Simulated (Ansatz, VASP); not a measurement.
## TaAs in VASP and in Ansatz

```
CELL_PARAMETERS angstrom
-1.73135 1.73135 5.86809
1.73135 -1.73135 5.86809
1.73135 1.73135 -5.86809
ATOMIC_POSITIONS crystal
Ta 0.50017 0.00017 0.50000
Ta 0.75017 0.75017 0.00000
As 0.08243 0.58243 0.50000
As 0.33243 0.33243 0.00000
```

Alike in both runs: functional PBE; k mesh 16 × 16 × 16; occupations gaussian, width 0.05 eV; no spin polarisation.

Ansatz relaxed the structure, and its values are those at the end. VASP's run is a single point on that final structure, the one shown.

|  | VASP | Ansatz |
| --- | --- | --- |
| version | VASP 6.6.1 | Ansatz 0.2.0 |
| potentials or method | VASP PAW PBE potentials, release 64 (Ta_pv, As), cutoff 520 eV | scalar-relativistic, plane waves, PAW |
| valence electrons in the cell | 32 | 56 |

Ansatz gave:

* gap on the k mesh at the Fermi level (eV): none
* pressure (GPa): 0.0

Question: What did VASP give for the same quantities?

Answer: gap on the k mesh at the Fermi level (eV): none; pressure (GPa): 0.4.

A gap of «none» marks a metal or a gap that the smearing closes. The functional is the same, so the differences come from potentials, cutoffs and numerics. VASP's potentials hold 32 valence electrons a cell and Ansatz's 56, so a difference there can come from the potentials and not from the codes.

Neither program's run includes spin-orbit coupling.
